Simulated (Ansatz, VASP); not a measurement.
Ru in VASP and in Ansatz

POSCAR

```
Ru
1.0
    2.7059477279      0.0000000000      0.0000000000
   -1.3529738639      2.3434194737      0.0000000000
    0.0000000000      0.0000000000      4.2579056513
Ru
2
Direct
    0.3333333333      0.6666666667      0.2500000000
    0.6666666667      0.3333333333      0.7500000000
```

INCAR.step1

```
SYSTEM = Ru
PREC = Accurate ; ENCUT = 620
ISMEAR = -1 ; SIGMA = 0.1
LREAL = .False. ; LASPH = .True.
NELM = 120 ; NBANDS = 23
GGA = PE ; ALGO = Normal
EDIFF = 1E-5 ; LWAVE = .True.
LCHARG = .False. ; GGA_COMPAT = .False.
```

Contents of INCAR.step2:

```
SYSTEM = Ru
PREC = Accurate ; ENCUT = 620
EDIFF = 1E-6 ; ISMEAR = -1
SIGMA = 0.1 ; LREAL = .False.
LASPH = .True. ; NELM = 120
ALGO = Normal ; ISIF = 2
LWAVE = .False. ; LCHARG = .False.
METAGGA = R2SCAN ; LMIXTAU = .True.
NBANDS = 23 ; ISTART = 1
GGA_COMPAT = .False.
```

KPOINTS

```
Automatic mesh
0
Gamma
  2 2 1
  0 0 0
```

Input for Ansatz:

```yaml
crystal:
  lattice:
    - [2.7059477279, 0.0, 0.0]
    - [-1.3529738639, 2.3434194737, 0.0]
    - [0.0, 0.0, 4.2579056513]
  atoms:
    - { symbol: Ru, position: [0.3333333333, 0.6666666667, 0.25] }
    - { symbol: Ru, position: [0.6666666667, 0.3333333333, 0.75] }
hamiltonian:
  xc: r2scan
  pseudopotentials:
    kind: paw
    azcp:
      Ru: "pseudopotentials/Ru.paw.azcp"
basis:
  ecutwfc: 500
  fft_grid_basis: typed
kpoints:
  mp_grid: { grid: [2, 2, 1], shift: [0, 0, 0] }
magnetization:
  spin_polarized: false
scf:
  occupations: { method: fermi_dirac, width: 0.1 }
  lower_state_search: "off"
output:
  stress: true
  write_density: true
  write_potential: true
  elf: true
  volumetric_format: npy
```

Alike in both runs: task single point; functional r2SCAN; k mesh 2 × 2 × 1; occupations fermi-dirac, width 0.1 eV; no spin polarisation.

|  | VASP | Ansatz |
| --- | --- | --- |
| version | VASP 6.6.1 | Ansatz 0.2.0 |
| potentials or method | VASP PAW PBE potentials, release 64 (Ru_sv), cutoff 620 eV | plane waves (500 eV) with PAW, scalar-relativistic |
| valence electrons in the cell | 32 | 32 |

VASP gave:

* pressure (GPa): 7.5
* traceless stress, the component that is largest in VASP (GPa): 6.12

Task: What did Ansatz give for the same quantities?

Result: Pressure (GPa): 7.0; traceless stress, the component that is largest in VASP (GPa): 6.21.

VASP's potentials were made for PBE, not for r2SCAN.

The k mesh is coarse, so the values compare programs but aren't converged.
